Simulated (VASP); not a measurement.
# TePb3Se2 (I4/mmm) in VASP: single point with PBE

Aim: the single point of TePb3Se2 with PBE.

Program: VASP 6.6.1. These are calculated values, not measurements. Logs are shortened: lines on timing, memory, paths and dates and some standing lists are left out, and cuts for length are marked.

### Step 1. The cell of the first run

The structure is tetragonal, space group I4/mmm (No. 139). The conventional cell has a = 4.492 Å, b = 4.492 Å, c = 18.992 Å, α = 90.00°, β = 90.00°, γ = 90.00°. Within 4.2 Å of Te (site symmetry 4/mmm) lie 6 Pb at 3.18 to 3.27 Å. Within 4.2 Å of Pb (site symmetry 4/mmm) lie 2 Se at 3.16 Å and 4 Te at 3.18 Å. Pb (site symmetry 4mm) has 5 Se at 3.07 to 3.18 Å and 1 Te at 3.27 Å within 4.0 Å. Se (site symmetry 4mm) has 6 Pb at 3.07 to 3.18 Å within 4.0 Å.

### Step 2. Single point, PBE

The input, INCAR:

```
SYSTEM = TePb3Se2
ALGO     = Normal         ! electronic algorithm
EDIFF    = 1E-6           ! SCF threshold, eV
ENCUT    = 520            ! plane-wave cutoff, eV
GGA      = PE             ! functional
ISIF     = 2              ! what is computed and relaxed
ISMEAR   = 0              ! smearing method
LASPH    = .True.         ! aspherical terms in the spheres
LCHARG   = .False.        ! write CHGCAR
LREAL    = .False.        ! projectors in reciprocal space
LWAVE    = .False.        ! write WAVECAR
NBANDS   = 39             ! bands
NELM     = 80             ! most SCF steps
PREC     = Accurate       ! precision mode
SIGMA    = 0.02           ! smearing width, eV
```

The input, KPOINTS:

```
k-points
0
Gamma
  12 12 12
  0 0 0
```

The input, POSCAR:

```
TePb3Se2
1.0
   -2.2460641888      2.2460641888      9.4958205867
    2.2460641888     -2.2460641888      9.4958205867
    2.2460641888      2.2460641888     -9.4958205867
Te Pb Se
1 3 2
Direct
    0.5000000000      0.5000000000      0.0000000000
    0.0000000000      0.0000000000      0.0000000000
    0.6719389153      0.6719389153      0.0000000000
    0.3280610847      0.3280610847      0.0000000000
    0.1663194220      0.1663194220      0.0000000000
    0.8336805780      0.8336805780      0.0000000000
```

Potentials or basis: VASP PAW PBE potentials, release 64 (Te, Pb_d, Se).

The run is started by

```
$ cat potpaw_PBE.64/Te/POTCAR potpaw_PBE.64/Pb_d/POTCAR potpaw_PBE.64/Se/POTCAR > POTCAR
$ mpirun -np 1 vasp_std > vasp.out
```

OUTCAR:

```text
SYSTEM = TePb3Se2
   EDIFF = 1E-6
   ENCUT = 520
   GGA = PE
   ISIF = 2
   ISMEAR = 0
   LASPH = .True.
   LREAL = .False.
   NELM = 80
   PREC = Accurate

 ion  position               nearest neighbor table
   1  0.500  0.500  0.000-   2 3.18   2 3.18   2 3.18   2 3.18   4 3.27   3 3.27
   2  0.000  0.000  0.000-   5 3.16   6 3.16   1 3.18   1 3.18   1 3.18   1 3.18
   3  0.672  0.672  0.000-   6 3.07   5 3.18   5 3.18   5 3.18   5 3.18   1 3.27
   4  0.328  0.328  0.000-   5 3.07   6 3.18   6 3.18   6 3.18   6 3.18   1 3.27
   5  0.166  0.166  0.000-   4 3.07   2 3.16   3 3.18   3 3.18   3 3.18   3 3.18
   6  0.834  0.834  0.000-   3 3.07   2 3.16   4 3.18   4 3.18   4 3.18   4 3.18

  LATTYP: Found a body centered tetragonal cell.
 ALAT       =     4.4921283776
 C/A-ratio  =     4.2277601121

  Lattice vectors:

 A1 = (  -2.2460641888,   2.2460641888,   9.4958205867)
 A2 = (   2.2460641888,  -2.2460641888,   9.4958205867)
 A3 = (   2.2460641888,   2.2460641888,  -9.4958205867)

Analysis of symmetry for initial positions (statically):
=====================================================================
 Subroutine PRICEL returns:
 Original cell was already a primitive cell.

 Routine SETGRP: Setting up the symmetry group for a
 body centered tetragonal supercell.

 Subroutine GETGRP returns: Found 16 space group operations
 (whereof 16 operations were pure point group operations)
 out of a pool of 16 trial point group operations.

The static configuration has the point symmetry D_4h.

Analysis of symmetry for dynamics (positions and initial velocities):
=====================================================================
 Subroutine PRICEL returns:
 Original cell was already a primitive cell.

 Routine SETGRP: Setting up the symmetry group for a
 body centered tetragonal supercell.

 Subroutine GETGRP returns: Found 16 space group operations
 (whereof 16 operations were pure point group operations)
 out of a pool of 16 trial point group operations.

The dynamic configuration has the point symmetry D_4h.

 Subroutine INISYM returns: Found 16 space group operations
 (whereof 16 operations are pure point group operations),
 and found     1 'primitive' translations

----------------------------------------------------------------------------------------

                                     Primitive cell

  volume of cell :     191.6182

  direct lattice vectors                    reciprocal lattice vectors
    -2.246064189  2.246064189  9.495820587     0.000000000  0.222611625  0.052654744
     2.246064189 -2.246064189  9.495820587     0.222611625  0.000000000  0.052654744
     2.246064189  2.246064189 -9.495820587     0.222611625  0.222611625  0.000000000

  length of vectors
    10.013002412 10.013002412 10.013002412     0.228754143  0.228754143  0.314820380

  position of ions in fractional coordinates (direct lattice)
     0.500000000  0.500000000  0.000000000
     0.000000000  0.000000000  0.000000000
     0.671938915  0.671938915  0.000000000
     0.328061085  0.328061085  0.000000000
     0.166319422  0.166319422  0.000000000
     0.833680578  0.833680578  0.000000000

  ion indices of the primitive-cell ions
   primitive index   ion index
                 1           1
                 2           2
                 3           3
                 4           4
                 5           5
                 6           6

----------------------------------------------------------------------------------------

 KPOINTS: k-points

Automatic generation of k-mesh.
 Grid dimensions read from file:
 generate k-points for:   12   12   12

 Generating k-lattice:

  Cartesian coordinates                     Fractional coordinates (reciprocal lattice)
     0.000000000  0.018550969  0.004387895     0.083333333  0.000000000  0.000000000
     0.018550969  0.000000000  0.004387895     0.000000000  0.083333333  0.000000000
     0.018550969  0.018550969  0.000000000     0.000000000  0.000000000  0.083333333

  Length of vectors
     0.019062845  0.019062845  0.026235032

  Shift w.r.t. Gamma in fractional coordinates (k-lattice)
     0.000000000  0.000000000  0.000000000

 Subroutine IBZKPT returns following result:
 ===========================================

 Found    163 irreducible k-points:

 Following reciprocal coordinates:
            Coordinates               Weight
  0.000000  0.000000  0.000000      1.000000
  0.083333  0.000000 -0.000000      8.000000
  0.166667  0.000000 -0.000000      8.000000
  0.250000  0.000000 -0.000000      8.000000
  0.333333  0.000000 -0.000000      8.000000
  0.416667  0.000000  0.000000      8.000000
[... 16 lines left out ...]
  0.500000  0.166667 -0.000000     16.000000
 -0.416667  0.166667 -0.000000     16.000000
 [... further k-points ...]
   k-points           NKPTS =    163   k-points in BZ     NKDIM =    163   number of bands    NBANDS=     39
   number of dos      NEDOS =    301   number of ions     NIONS =      6
   total plane-waves  NPLWV = 512000
   dimension x,y,z NGX =    80 NGY =   80 NGZ =   80
   dimension x,y,z NGXF=   160 NGYF=  160 NGZF=  160
   ions per type =               1   3   2
   NGX,Y,Z   is equivalent  to a cutoff of  13.28, 13.28, 13.28 a.u.
   NGXF,Y,Z  is equivalent  to a cutoff of  26.56, 26.56, 26.56 a.u.
 SYSTEM =  TePb3Se2
   PREC   = accura    normal or accurate (medium, high low for compatibility)
   ISTART =      0    job   : 0-new  1-cont  2-samecut
   ICHARG =      2    charge: 1-file 2-atom 10-const
   ISPIN  =      1    spin polarized calculation?
   LNONCOLLINEAR =      F non collinear calculations
   LSORBIT =      F    spin-orbit coupling
   LASPH  =      T    aspherical Exc in radial PAW
   ENCUT  =  520.0 eV  38.22 Ry    6.18 a.u.  18.62 18.62 18.62*2*pi/ulx,y,z
   NELM   =     80;   NELMIN=  2; NELMDL= -5     # of ELM steps
   EDIFF  = 0.1E-05   stopping-criterion for ELM
   LREAL  =      F    real-space projection
[... 7 lines left out ...]
   TEBEG  =    0.0;   TEEND  =   0.0 temperature during run
   PSTRESS=    0.0 pullay stress
   NELECT =      60.0000    total number of electrons
   NUPDOWN=      -1.0000    fix difference up-down
   EMIN   =  10.00;   EMAX   =-10.00  energy-range for DOS
   EFERMI =   0.00;   METHOD = LEGACY
   ISMEAR =     0;   SIGMA  =   0.02  broadening in eV -4-tet -1-fermi 0-gaus
   EFERMI_NEDOS =   21; number of points for ismear=-14 and -15
   IALGO  =     38    algorithm
   IMIX   =      4    mixing-type and parameters
     AMIX     =   0.40;   BMIX     =  1.00
     AMIX_MAG =   1.60;   BMIX_MAG =  1.00
  volume/ion in A,a.u.               =      31.94       215.52
  Fermi-wavevector in a.u.,A,eV,Ry     =   1.111680  2.100770 16.814509  1.235832
  Thomas-Fermi vector in A             =   2.248245
   LORBIT       =      0    0 simple, 1 ext, 2 COOP (PROOUT), +10 PAW based schemes
   GGA     = PE    functional components
   LHFCALC =     F    Hartree Fock is set to
   AEXX    =    0.0000 exact exchange contribution
   IVDW    =     0    specifies the selected vdW correction
   LEPSILON=     F    determine dielectric tensor
   LRPA    =     F    only Hartree local field effects (RPA)
 non-spin polarized calculation
 Gauss-broadening in eV      SIGMA  =   0.02
  energy-cutoff  :      520.00
  volume of cell :      191.62
 maximum number of plane-waves:      5188
 NGX is ok and might be reduce to    80
   NGX = 37   NGY = 37   NGZ = 37

 number of electron      60.0000002 magnetization

 Free energy of the ion-electron system (eV)
  ---------------------------------------------------
  ext. energy  EPLUGINS =         0.00000000
  ---------------------------------------------------
  free energy    TOTEN  =       -23.78675231 eV

  energy without entropy =      -23.78675231  energy(sigma->0) =      -23.78675231

 E-fermi :   4.8211     XC(G=0):  -9.2137

 val. band max:        4.7020555892   @ k =   0.5000   0.0000  -0.0000
 cond. band min:       5.1223006481   @ k =   0.5000   0.0000  -0.0000
 fundamental gap:      0.4202450589
 Fermi energy:         4.8211447360

 k-point     1 :       0.0000    0.0000    0.0000
  band No.  band energies     occupation
      1     -12.1767      2.00000
      2     -12.1447      2.00000
      3     -12.1359      2.00000
      4     -12.1334      2.00000
      5     -12.1255      2.00000
      6     -12.1222      2.00000
[... 31 lines left out ...]
     38       9.2565      0.00000
     39       9.2565      0.00000

 k-point     2 :       0.0833    0.0000   -0.0000
  band No.  band energies     occupation
      1     -12.1749      2.00000
      2     -12.1434      2.00000
      3     -12.1352      2.00000
      4     -12.1325      2.00000
      5     -12.1266      2.00000
      6     -12.1228      2.00000
[... 31 lines left out ...]
     38       9.1190      0.00000
     39       9.4835      0.00000

 k-point     3 :       0.1667    0.0000   -0.0000
  band No.  band energies     occupation
      1     -12.1698      2.00000
      2     -12.1400      2.00000
      3     -12.1345      2.00000
      4     -12.1293      2.00000
      5     -12.1292      2.00000
      6     -12.1249      2.00000
[... 31 lines left out ...]
     38       8.9139      0.00000
     39       9.1501      0.00000

 k-point     4 :       0.2500    0.0000   -0.0000
  band No.  band energies     occupation
      1     -12.1627      2.00000
      2     -12.1350      2.00000
      3     -12.1345      2.00000
      4     -12.1329      2.00000
      5     -12.1287      2.00000
      6     -12.1248      2.00000
[... 31 lines left out ...]
     38       8.5715      0.00000
     39       9.1258      0.00000
[... 754 lines left out ...]
     38       8.7329      0.00000
     39       9.1718      0.00000

 k-point    23 :       0.5000    0.1667   -0.0000
  band No.  band energies     occupation
      1     -12.1553      2.00000
      2     -12.1545      2.00000
      3     -12.1333      2.00000
      4     -12.1314      2.00000
      5     -12.1242      2.00000
      6     -12.1241      2.00000
[... 31 lines left out ...]
     38       8.3608      0.00000
     39       9.0351      0.00000

 k-point    24 :      -0.4167    0.1667   -0.0000
  band No.  band energies     occupation
      1     -12.1563      2.00000
      2     -12.1520      2.00000
      3     -12.1328      2.00000
      4     -12.1314      2.00000
      5     -12.1262      2.00000
      6     -12.1220      2.00000
[... 31 lines left out ...]
     38       8.7215      0.00000
     39       9.0128      0.00000

 [... further k-points ...]
[... 5 lines left out ...]
  --------------------------------------------------------------------------------------
  -------------------------------------------------------------------------------------
  Total       -0.0274376     -0.0274376     -0.0284666      0.0000000     -0.0000000      0.0000000
  in kB       -0.2294141     -0.2294141     -0.2380174      0.0000000     -0.0000000      0.0000000
  external PRESSURE =      -0.2322819 kB  Pullay stress =       0.0000000 kB

 VOLUME and BASIS-vectors are now :
 -----------------------------------------------------------------------------
  energy-cutoff  :      520.00
  volume of cell :      191.62
      direct lattice vectors                 reciprocal lattice vectors
    -2.246064189  2.246064189  9.495820587     0.000000000  0.222611625  0.052654744
     2.246064189 -2.246064189  9.495820587     0.222611625  0.000000000  0.052654744
     2.246064189  2.246064189 -9.495820587     0.222611625  0.222611625  0.000000000

 POSITION                                       TOTAL-FORCE (eV/Angst)
 -----------------------------------------------------------------------------------
      0.00000      0.00000      9.49582         0.000000      0.000000     -0.000000
      0.00000      0.00000      0.00000         0.000000      0.000000     -0.000000
      0.00000      0.00000     12.76122        -0.000000     -0.000000      0.000621
      0.00000      0.00000      6.23042         0.000000      0.000000     -0.000621
      0.00000      0.00000      3.15868        -0.000000     -0.000000      0.000923
      0.00000      0.00000     15.83296        -0.000000     -0.000000     -0.000923
 -----------------------------------------------------------------------------------
    total drift:                                0.000000      0.000000     -0.000000

  FREE ENERGIE OF THE ION-ELECTRON SYSTEM (eV)
  ---------------------------------------------------
  free  energy   TOTEN  =       -23.7867523122 eV

  energy  without entropy=      -23.7867523122  energy(sigma->0) =      -23.78675231
```

Wall time 2 h (1 thread of Oxide Virtual Turin-like, shared host); peak memory 1.6 GiB.

Results:

```yaml
Free_energy: -23.7868 eV
Pressure: 0.0 GPa
Band_gap_on_the_k_mesh: 0.42 eV
```

Levels at points of the mesh, in eV from the valence-band top:
| k point | band 27 | band 28 | band 29 | band 30 | band 31 | band 32 | band 33 | band 34 |
| --- | --- | --- | --- | --- | --- | --- | --- | --- |
| (0.00, 0.00, 0.00) | -2.50 | -1.55 | -1.51 | -1.51 | 3.68 | 3.88 | 4.00 | 4.21 |
| (0.50, 0.00, 0.00) | -0.88 | -0.76 | -0.56 | 0.00 | 0.42 | 1.20 | 1.39 | 1.53 |
| (0.50, 0.50, 0.00) | -2.84 | -2.78 | -1.52 | -1.23 | 2.78 | 2.87 | 3.67 | 4.20 |
| (0.50, 0.50, 0.50) | -1.86 | -1.86 | -0.82 | -0.40 | 1.79 | 2.06 | 3.66 | 4.17 |

Caveat: spin-orbit coupling is left out, which moves the levels of the heavy elements. A k mesh can miss the band edges.
